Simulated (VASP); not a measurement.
# GaSb (Pmma) in VASP: a series of runs

The runs below take GaSb through single point, relaxation of cell and atoms, with PBE.

Program: VASP 6.6.1. These are calculated values, not measurements. Logs are shortened: lines on timing, memory, paths and dates and some standing lists are left out, and cuts for length are marked.

## 1. The cell of the first run

Symmetry: Pmma, No. 51, orthorhombic system. The conventional cell has a = 8.370 Å, b = 4.766 Å, c = 4.513 Å, α = 90.00°, β = 90.00°, γ = 90.00°. Within 3.5 Å of Ga (site symmetry mm2) lie 4 Sb at 2.64 to 2.72 Å. Within 3.1 Å of Ga (site symmetry 2/m) lie 4 Sb at 2.38 to 2.64 Å. Sb (site symmetry mm2) has 4 Ga at 2.64 to 2.72 Å within 3.5 Å. Within 3.1 Å of Sb (site symmetry 2/m) lie 4 Ga at 2.38 to 2.64 Å.

## 2. Single point, PBE

Contents of INCAR:

```
  PREC = Accurate
  ENCUT = 520
  EDIFF = 1E-6
  ISMEAR = 0
  SIGMA = 0.1
  LREAL = False
  LASPH = True
  NELM = 60
  ALGO = Normal
  ISIF = 2
  LWAVE = False
  LCHARG = True
  GGA = PE
  LELF = True
  LVHAR = True
  NBANDS = 46
```

Contents of KPOINTS:

```
regular mesh
0
Gamma
  2 4 4
```

Contents of POSCAR:

```
GaSb
1.0
    8.3702191800      0.0000000000      0.0000000000
    0.0000000000      4.7658934400      0.0000000000
    0.0000000000      0.0000000000      4.5126550400
Ga Sb
4 4
Direct
    0.7500000000      0.0000000000      0.3554073800
    0.0000000000      0.5000000000      0.0000000000
    0.2500000000      0.0000000000      0.6445926200
    0.5000000000      0.5000000000      0.0000000000
    0.7500000000      0.5000000000      0.6445926200
    0.0000000000      0.0000000000      0.0000000000
    0.2500000000      0.5000000000      0.3554073800
    0.5000000000      0.0000000000      0.0000000000
```

Potentials or basis: VASP PAW PBE potentials, release 64 (Ga_d, Sb).

Command:

```bash
$ cat potpaw_PBE.64/Ga_d/POTCAR potpaw_PBE.64/Sb/POTCAR > POTCAR
$ mpirun -np 1 vasp_std > vasp.out
```

OUTCAR:

```text
PREC = Accurate
   ENCUT = 520
   EDIFF = 1E-6
   ISMEAR = 0
   LREAL = False
   LASPH = True
   NELM = 60
   ISIF = 2
   GGA = PE

 ion  position               nearest neighbor table
   1  0.750  0.000  0.355-   6 2.64   8 2.64   5 2.72   5 2.72
   2  0.000  0.500  0.000-   6 2.38   6 2.38   7 2.64   5 2.64
   3  0.250  0.000  0.645-   6 2.64   8 2.64   7 2.72   7 2.72
   4  0.500  0.500  0.000-   8 2.38   8 2.38   5 2.64   7 2.64
   5  0.750  0.500  0.645-   2 2.64   4 2.64   1 2.72   1 2.72   8 3.55   6 3.55   6 3.55   8 3.55

   6  0.000  0.000  0.000-   2 2.38   2 2.38   3 2.64   1 2.64   7 3.55   5 3.55   5 3.55   7 3.55

   7  0.250  0.500  0.355-   2 2.64   4 2.64   3 2.72   3 2.72   8 3.55   6 3.55   6 3.55   8 3.55

   8  0.500  0.000  0.000-   4 2.38   4 2.38   1 2.64   3 2.64   7 3.55   5 3.55   5 3.55   7 3.55

  LATTYP: Found a simple orthorhombic cell.
 ALAT       =     4.5126550400
 B/A-ratio  =     1.0561173849
 C/A-ratio  =     1.8548324890

  Lattice vectors:

 A1 = (   0.0000000000,   0.0000000000,  -4.5126550400)
 A2 = (   0.0000000000,   4.7658934400,   0.0000000000)
 A3 = (   8.3702191800,   0.0000000000,   0.0000000000)

Analysis of symmetry for initial positions (statically):
=====================================================================
 Subroutine PRICEL returns:
 Original cell was already a primitive cell.

 Routine SETGRP: Setting up the symmetry group for a
 simple orthorhombic supercell.

 Subroutine GETGRP returns: Found  8 space group operations
 (whereof  4 operations were pure point group operations)
 out of a pool of  8 trial point group operations.

The static configuration has the point symmetry C_2h.
 The point group associated with its full space group is D_2h.

Analysis of symmetry for dynamics (positions and initial velocities):
=====================================================================
 Subroutine PRICEL returns:
 Original cell was already a primitive cell.

 Routine SETGRP: Setting up the symmetry group for a
 simple orthorhombic supercell.

 Subroutine GETGRP returns: Found  8 space group operations
 (whereof  4 operations were pure point group operations)
 out of a pool of  8 trial point group operations.

The dynamic configuration has the point symmetry C_2h.
 The point group associated with its full space group is D_2h.

[... 98 lines left out ...]
   LNONCOLLINEAR =      F non collinear calculations
   LSORBIT =      F    spin-orbit coupling
   LASPH  =      T    aspherical Exc in radial PAW
   ENCUT  =  520.0 eV  38.22 Ry    6.18 a.u.  15.56  8.86  8.39*2*pi/ulx,y,z
   NELM   =     60;   NELMIN=  2; NELMDL= -5     # of ELM steps
   EDIFF  = 0.1E-05   stopping-criterion for ELM
   LREAL  =      F    real-space projection
[... 7 lines left out ...]
   TEBEG  =    0.0;   TEEND  =   0.0 temperature during run
   PSTRESS=    0.0 pullay stress
   NELECT =      72.0000    total number of electrons
   NUPDOWN=      -1.0000    fix difference up-down
   EMIN   =  10.00;   EMAX   =-10.00  energy-range for DOS
   EFERMI =   0.00;   METHOD = LEGACY
   ISMEAR =     0;   SIGMA  =   0.10  broadening in eV -4-tet -1-fermi 0-gaus
   EFERMI_NEDOS =   21; number of points for ismear=-14 and -15
   IALGO  =     38    algorithm
   IMIX   =      4    mixing-type and parameters
     AMIX     =   0.40;   BMIX     =  1.00
     AMIX_MAG =   1.60;   BMIX_MAG =  1.00
  volume/ion in A,a.u.               =      22.50       151.85
  Fermi-wavevector in a.u.,A,eV,Ry     =   1.206187  2.279363 19.794933  1.454887
  Thomas-Fermi vector in A             =   2.341861
   LORBIT       =      0    0 simple, 1 ext, 2 COOP (PROOUT), +10 PAW based schemes
   GGA     = PE    functional components
   LHFCALC =     F    Hartree Fock is set to
   AEXX    =    0.0000 exact exchange contribution
   IVDW    =     0    specifies the selected vdW correction
   LEPSILON=     F    determine dielectric tensor
   LRPA    =     F    only Hartree local field effects (RPA)
 non-spin polarized calculation
 Gauss-broadening in eV      SIGMA  =   0.10
  energy-cutoff  :      520.00
  volume of cell :      180.02
 maximum number of plane-waves:      4864
 NGX is ok and might be reduce to    64
   NGX = 31   NGY = 17   NGZ = 17

 number of electron      71.9999971 magnetization

 Free energy of the ion-electron system (eV)
  ---------------------------------------------------
  ext. energy  EPLUGINS =         0.00000000
  ---------------------------------------------------
  free energy    TOTEN  =       -23.95976378 eV

  energy without entropy =      -23.94454065  energy(sigma->0) =      -23.95215221

 E-fermi :   7.4605     XC(G=0): -10.4287

 val. band max:        7.4358499550   @ k =   0.0000   0.0000   0.0000
 cond. band min:       7.4982749128   @ k =   0.0000   0.2500   0.2500
 fundamental gap:      0.0624249578
 Fermi energy:         7.4605261081

 k-point     1 :       0.0000    0.0000    0.0000
  band No.  band energies     occupation
      1      -8.4026      2.00000
      2      -8.3929      2.00000
      3      -8.1623      2.00000
      4      -8.1589      2.00000
      5      -8.1554      2.00000
      6      -8.1269      2.00000
[... 871 lines left out ...]
     45      13.3112      0.00000
     46      13.3539      0.00000

------------------------ aborting loop because EDIFF is reached ----------------------------------------

  FORCE on cell =-STRESS in cart. coord.  units (eV):
  Direction    XX          YY          ZZ          XY          YZ          ZX
  --------------------------------------------------------------------------------------
  -------------------------------------------------------------------------------------
  Total       12.9822664     36.6786972      7.1205082      0.0000000      0.0000000     -0.0000000
  in kB      115.5441084    326.4458785     63.3735853      0.0000000      0.0000000     -0.0000000
  external PRESSURE =     168.4545241 kB  Pullay stress =       0.0000000 kB

 VOLUME and BASIS-vectors are now :
 -----------------------------------------------------------------------------
  energy-cutoff  :      520.00
  volume of cell :      180.02
      direct lattice vectors                 reciprocal lattice vectors
     8.370219180  0.000000000  0.000000000     0.119471185  0.000000000  0.000000000
     0.000000000  4.765893440  0.000000000     0.000000000  0.209824247  0.000000000
     0.000000000  0.000000000  4.512655040     0.000000000  0.000000000  0.221599035

 POSITION                                       TOTAL-FORCE (eV/Angst)
 -----------------------------------------------------------------------------------
      6.27766      0.00000      1.60383         0.000000     -0.000000      0.863045
      0.00000      2.38295      0.00000         0.000000      0.000000      0.000000
      2.09255      0.00000      2.90882         0.000000      0.000000     -0.863045
      4.18511      2.38295      0.00000         0.000000      0.000000      0.000000
      6.27766      2.38295      2.90882         0.000000     -0.000000     -1.414626
      0.00000      0.00000      0.00000         0.000000      0.000000      0.000000
      2.09255      2.38295      1.60383         0.000000      0.000000      1.414626
      4.18511      0.00000      0.00000         0.000000      0.000000      0.000000
 -----------------------------------------------------------------------------------
    total drift:                               -0.000000     -0.000000      0.000000

  FREE ENERGIE OF THE ION-ELECTRON SYSTEM (eV)
  ---------------------------------------------------
  free  energy   TOTEN  =       -23.9597637763 eV

  energy  without entropy=      -23.9445406469  energy(sigma->0) =      -23.95215221
```

OSZICAR:

```text
N       E                     dE             d eps       ncg     rms          rms(c)
DAV:   1     0.630148498185E+03    0.63015E+03   -0.31222E+04  1758   0.216E+03
DAV:   2     0.722380762719E+02   -0.55791E+03   -0.54055E+03  1760   0.590E+02
DAV:   3    -0.188828967484E+02   -0.91121E+02   -0.88274E+02  1896   0.167E+02
DAV:   4    -0.240266304297E+02   -0.51437E+01   -0.50787E+01  1972   0.408E+01
DAV:   5    -0.242014230221E+02   -0.17479E+00   -0.17456E+00  2330   0.753E+00    0.703E+00
DAV:   6    -0.240137916277E+02    0.18763E+00   -0.36142E-01  2190   0.622E+00    0.389E+00
DAV:   7    -0.239601991287E+02    0.53592E-01   -0.18988E-01  2042   0.262E+00    0.741E-01
DAV:   8    -0.239598264070E+02    0.37272E-03   -0.45293E-02  1876   0.175E+00    0.257E-01
DAV:   9    -0.239597517876E+02    0.74619E-04   -0.42382E-03  2150   0.520E-01    0.118E-01
DAV:  10    -0.239597612472E+02   -0.94596E-05   -0.65833E-04  1976   0.233E-01    0.212E-02
DAV:  11    -0.239597643231E+02   -0.30759E-05   -0.79019E-05  2332   0.523E-02    0.107E-02
DAV:  12    -0.239597637763E+02    0.54676E-06   -0.98958E-06  1546   0.169E-02
   1 F= -.23959764E+02 E0= -.23952152E+02  d E =-.152231E-01
```

Wall time 93 s (1 thread of Intel Xeon Platinum 8488C (Sapphire Rapids), shared host); peak memory 0.33 GiB.

Results:

```yaml
Free_energy: -23.9598 eV
Pressure: 16.8 GPa
Largest_force: 1.415 eV/Å
Band_gap_on_the_k_mesh: zero (band 36 reaches 7.91 eV, above the bottom of band 37 at 7.16 eV)
```

Forces in eV/Å, atoms in the order of the input:
```
Ga   0.000  0.000  0.863
Ga   0.000  0.000  0.000
Ga   0.000  0.000 -0.863
Ga   0.000  0.000  0.000
Sb   0.000  0.000 -1.415
Sb   0.000  0.000  0.000
Sb   0.000  0.000  1.415
Sb   0.000  0.000  0.000
```

Caveat: the k points lie up to 0.38 Å⁻¹ apart; spin-orbit coupling is left out, which moves the levels of the heavy elements; forces of over 1 eV/Å act on the atoms, so gaps and moduli don't describe the material at rest.

## 3. Relaxation of cell and atoms, PBE

Contents of INCAR:

```
SYSTEM = GaSb
PREC = Accurate
ENCUT = 600
EDIFF = 1E-6
ISMEAR = 0
SIGMA = 0.1
LREAL = .False.
LASPH = .True.
NELM = 80
ALGO = Normal
ISIF = 3
LWAVE = .False.
LCHARG = .False.
GGA = PE
IBRION = 2
NSW = 90
EDIFFG = -0.04
```

Contents of KPOINTS:

```
regular mesh
0
Gamma
  2 4 4
  0 0 0
```

POSCAR is that of step 2.

Potentials or basis: VASP PAW PBE potentials, release 64 (Ga_d, Sb).

Command:

```bash
$ cat potpaw_PBE.64/Ga_d/POTCAR potpaw_PBE.64/Sb/POTCAR > POTCAR
$ mpirun -np 1 vasp_std > vasp.out
```

OUTCAR:

```text
SYSTEM = GaSb
   PREC = Accurate
   ENCUT = 600
   EDIFF = 1E-6
   ISMEAR = 0
   LREAL = .False.
   LASPH = .True.
   NELM = 80
   ISIF = 3
   GGA = PE
   IBRION = 2
   NSW = 90
   EDIFFG = -0.04

 ion  position               nearest neighbor table
   1  0.750  0.000  0.355-   6 2.64   8 2.64   5 2.72   5 2.72
   2  0.000  0.500  0.000-   6 2.38   6 2.38   7 2.64   5 2.64
   3  0.250  0.000  0.645-   6 2.64   8 2.64   7 2.72   7 2.72
   4  0.500  0.500  0.000-   8 2.38   8 2.38   5 2.64   7 2.64
   5  0.750  0.500  0.645-   2 2.64   4 2.64   1 2.72   1 2.72   8 3.55   6 3.55   6 3.55   8 3.55

   6  0.000  0.000  0.000-   2 2.38   2 2.38   3 2.64   1 2.64   7 3.55   5 3.55   5 3.55   7 3.55

   7  0.250  0.500  0.355-   2 2.64   4 2.64   3 2.72   3 2.72   8 3.55   6 3.55   6 3.55   8 3.55

   8  0.500  0.000  0.000-   4 2.38   4 2.38   1 2.64   3 2.64   7 3.55   5 3.55   5 3.55   7 3.55

  LATTYP: Found a simple orthorhombic cell.
 ALAT       =     4.5126550400
 B/A-ratio  =     1.0561173849
 C/A-ratio  =     1.8548324890

  Lattice vectors:

 A1 = (   0.0000000000,   0.0000000000,  -4.5126550400)
 A2 = (   0.0000000000,   4.7658934400,   0.0000000000)
 A3 = (   8.3702191800,   0.0000000000,   0.0000000000)

Analysis of symmetry for initial positions (statically):
=====================================================================
 Subroutine PRICEL returns:
 Original cell was already a primitive cell.

 Routine SETGRP: Setting up the symmetry group for a
 simple orthorhombic supercell.

 Subroutine GETGRP returns: Found  8 space group operations
 (whereof  4 operations were pure point group operations)
 out of a pool of  8 trial point group operations.

The static configuration has the point symmetry C_2h.
 The point group associated with its full space group is D_2h.

Analysis of symmetry for dynamics (positions and initial velocities):
=====================================================================
 Subroutine PRICEL returns:
 Original cell was already a primitive cell.

 Routine SETGRP: Setting up the symmetry group for a
[... 126 lines left out ...]
   EFERMI =   0.00;   METHOD = LEGACY
   ISMEAR =     0;   SIGMA  =   0.10  broadening in eV -4-tet -1-fermi 0-gaus
   EFERMI_NEDOS =   21; number of points for ismear=-14 and -15
   IALGO  =     38    algorithm
   IMIX   =      4    mixing-type and parameters
     AMIX     =   0.40;   BMIX     =  1.00
     AMIX_MAG =   1.60;   BMIX_MAG =  1.00
  volume/ion in A,a.u.               =      22.50       151.85
  Fermi-wavevector in a.u.,A,eV,Ry     =   1.206187  2.279363 19.794933  1.454887
  Thomas-Fermi vector in A             =   2.341861
   LORBIT       =      0    0 simple, 1 ext, 2 COOP (PROOUT), +10 PAW based schemes
   GGA     = PE    functional components
   LHFCALC =     F    Hartree Fock is set to
   AEXX    =    0.0000 exact exchange contribution
   IVDW    =     0    specifies the selected vdW correction
   LEPSILON=     F    determine dielectric tensor
   LRPA    =     F    only Hartree local field effects (RPA)
 conjugate gradient relaxation of ions
 non-spin polarized calculation
 Gauss-broadening in eV      SIGMA  =   0.10
  energy-cutoff  :      600.00
  volume of cell :      180.02
 maximum number of plane-waves:      6046
 NGX is ok and might be reduce to    70
   NGX = 33   NGY = 19   NGZ = 19

--------------------------------------- Ionic step        1  -------------------------------------------

 number of electron      72.0000037 magnetization

 Free energy of the ion-electron system (eV)
  ---------------------------------------------------
  ext. energy  EPLUGINS =         0.00000000
  ---------------------------------------------------
  free energy    TOTEN  =       -23.95937658 eV

  energy without entropy =      -23.94415164  energy(sigma->0) =      -23.95176411

------------------------ aborting loop because EDIFF is reached ----------------------------------------

  FORCE on cell =-STRESS in cart. coord.  units (eV):
  Direction    XX          YY          ZZ          XY          YZ          ZX
  --------------------------------------------------------------------------------------
  -------------------------------------------------------------------------------------
  Total       12.9747724     36.6662094      7.1129948      0.0000000      0.0000000     -0.0000000
  in kB      115.4774100    326.3347350     63.3067150      0.0000000      0.0000000     -0.0000000
  external PRESSURE =     168.3729534 kB  Pullay stress =       0.0000000 kB
[... 1780 lines left out ...]
     42       9.0723      0.00000
     43       9.0831      0.00000

[... ionic steps 4 to 20 ...]

--------------------------------------- Ionic step       21  -------------------------------------------

 number of electron      72.0000000 magnetization

------------------------ aborting loop because EDIFF is reached ----------------------------------------
[... 79 lines left out ...]
--------------------------------------- Ionic step       23  -------------------------------------------

 number of electron      71.9999999 magnetization

 Free energy of the ion-electron system (eV)
  ---------------------------------------------------
  ext. energy  EPLUGINS =         0.00000000
  ---------------------------------------------------
  free energy    TOTEN  =       -27.94934845 eV

  energy without entropy =      -27.93761566  energy(sigma->0) =      -27.94348205

 E-fermi :   6.3815     XC(G=0): -10.2093

 val. band max:        6.2960555236   @ k =   0.0000   0.2500   0.5000
 cond. band min:       6.4785347087   @ k =   0.5000   0.5000   0.2500
 fundamental gap:      0.1824791851
 Fermi energy:         6.3815103410
[... 861 lines left out ...]
  FREE ENERGIE OF THE ION-ELECTRON SYSTEM (eV)
  ---------------------------------------------------
  free  energy   TOTEN  =       -27.9493484453 eV

  energy  without entropy=      -27.9376156601  energy(sigma->0) =      -27.94348205

 reached required accuracy - stopping structural energy minimisation
```

CONTCAR:

```text
GaSb
   1.00000000000000
     9.7489665764629585    0.0000000000000000   -0.0000000000000000
     0.0000000000000000    5.7686228379199775    0.0000000000000000
    -0.0000000000000000    0.0000000000000000    3.4475759866960871
  Ga              Sb
     4     4
Direct
     0.7500000000000000    0.0000000000000000    0.5075194826529453
     0.0000000000000000    0.5000000000000000    0.0000000000000000
     0.2500000000000000    1.0000000000000000    0.4924805173470547
     0.5000000000000000    0.5000000000000000    0.0000000000000000
     0.7500000000000000    0.5000000000000000    0.4981682316981303
     0.0000000000000000    1.0000000000000000    0.0000000000000000
     0.2500000000000000    0.5000000000000000    0.5018317683018696
     0.5000000000000000    1.0000000000000000    0.0000000000000000

  0.00000000E+00  0.00000000E+00  0.00000000E+00
  0.00000000E+00  0.00000000E+00  0.00000000E+00
  0.00000000E+00  0.00000000E+00  0.00000000E+00
  0.00000000E+00  0.00000000E+00  0.00000000E+00
  0.00000000E+00  0.00000000E+00  0.00000000E+00
  0.00000000E+00  0.00000000E+00  0.00000000E+00
  0.00000000E+00  0.00000000E+00  0.00000000E+00
  0.00000000E+00  0.00000000E+00  0.00000000E+00
```

It took 38 min on 1 thread of Intel Xeon Platinum 8488C (Sapphire Rapids), shared host; peak memory 0.41 GiB.

Results:

* Free energy: -27.9493 eV
* Relaxed volume: 24.24 Å³/atom
* Relaxed cell: a = 9.749 Å, b = 5.769 Å, c = 3.448 Å, α = 90.00°, β = 90.00°, γ = 90.00°
* Space group after relaxing (to 0.05 Å): Pmma (No. 51)
* Energy gained by relaxing: 498.7 meV/atom
* Ionic steps: 23
* Pressure after relaxing: -0.1 GPa
* Largest force after relaxing: 0.026 eV/Å
* Band gap on the k mesh: zero (band 36 reaches 8.89 eV, above the bottom of band 37 at 5.43 eV)

Forces in eV/Å, atoms in the order of the input:
```
Ga   0.000  0.000 -0.026
Ga   0.000  0.000  0.000
Ga   0.000  0.000  0.026
Ga   0.000  0.000  0.000
Sb   0.000  0.000  0.016
Sb   0.000  0.000  0.000
Sb   0.000  0.000 -0.016
Sb   0.000  0.000  0.000
```

Stress tensor (GPa, compression positive):
```
-0.15  0.00  0.00
 0.00  0.04  0.00
 0.00  0.00 -0.26
```

Step by step:
| step | energy change (eV) | largest force (eV/Å) | pressure (GPa) | volume (Å³) |
| --- | --- | --- | --- | --- |
| 1 | 0.0000 | 1.4145 | 16.84 | 180.02 |
| 2 | -2.2399 | 0.4131 | -4.60 | 247.19 |
| 3 | -2.6641 | 0.6110 | -0.79 | 221.86 |
| 4 | -2.6650 | 0.5925 | -1.10 | 223.23 |
| 5 | -2.8124 | 0.5784 | -0.90 | 219.05 |
| 6 | -3.0789 | 0.6608 | 0.04 | 207.49 |
| 7 | -2.8066 | 0.9970 | 6.18 | 183.47 |
| 8 | -3.0691 | 0.7956 | 1.77 | 198.74 |
| 9 | -3.1712 | 0.6556 | 1.21 | 199.27 |
| 10 | -3.3694 | 0.3831 | -0.10 | 200.65 |
| 11 | -3.6797 | 0.0650 | -1.75 | 202.50 |
| 12 | -3.2306 | 0.2058 | -1.67 | 202.32 |
| 13 | -3.8886 | 0.1256 | -2.32 | 203.05 |
| 14 | -3.8366 | 0.2329 | 0.48 | 191.40 |
| 15 | -3.9303 | 0.1868 | -1.42 | 198.83 |
| 16 | -3.9698 | 0.1461 | -0.03 | 193.61 |
| 17 | -3.9698 | 0.1466 | -0.03 | 193.67 |
| 18 | -3.9764 | 0.1279 | 0.15 | 192.89 |
| 19 | -3.9788 | 0.1010 | 0.47 | 191.81 |
| 20 | -3.9827 | 0.0789 | 0.24 | 192.56 |
| 21 | -3.9848 | 0.0473 | -0.10 | 193.69 |
| 22 | -3.9890 | 0.0340 | -0.12 | 193.80 |
| 23 | -3.9900 | 0.0263 | -0.12 | 193.89 |

Final structure:
```
CELL_PARAMETERS angstrom
9.74897 0.00000 0.00000
0.00000 5.76862 0.00000
0.00000 0.00000 3.44758
ATOMIC_POSITIONS crystal
Ga 0.75000 0.00000 0.50752
Ga 0.00000 0.50000 0.00000
Ga 0.25000 0.00000 0.49248
Ga 0.50000 0.50000 0.00000
Sb 0.75000 0.50000 0.49817
Sb 0.00000 0.00000 0.00000
Sb 0.25000 0.50000 0.50183
Sb 0.50000 0.00000 0.00000
```

Caveat: the k points lie up to 0.46 Å⁻¹ apart in the final cell; spin-orbit coupling is left out, which moves the levels of the heavy elements.
